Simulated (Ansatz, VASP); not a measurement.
**One calculation of Hf, two programs**

```xyz
2
Lattice="3.2048 0.0000 0.0000 -1.6024 2.7754 0.0000 0.0000 0.0000 5.0684" Properties=species:S:1:pos:R:3 pbc="T T T"
Hf    0.0000    1.8503    1.2671
Hf    1.6024    0.9251    3.8013
```

Alike in both runs: functional PBE; k mesh 18 × 18 × 8; occupations gaussian, width 0.1 eV; no spin polarisation.

Ansatz relaxed the structure, and its values are those at the end. VASP's run is a single point on that final structure, the one shown.

|  | VASP | Ansatz |
| --- | --- | --- |
| version | VASP 6.6.1 | Ansatz 0.2.0 |
| potentials or method | VASP PAW PBE potentials, release 64 (Hf_pv), cutoff 520 eV | scalar-relativistic, plane waves, PAW |
| valence electrons in the cell | 20 | 52 |

Ansatz gave:

| Property | Result |
| --- | --- |
| gap on the k mesh at the Fermi level (eV) | none |
| pressure (GPa) | 0.0 |

Question: Which values does VASP return?

Answer: gap on the k mesh at the Fermi level (eV): none; pressure (GPa): -0.5.

A gap of «none» marks a metal or a gap that the smearing closes. The functional is the same, so the differences come from potentials, cutoffs and numerics. VASP's potentials hold 20 valence electrons a cell and Ansatz's 52, so a difference there can come from the potentials and not from the codes.

Spin-orbit coupling is off throughout.
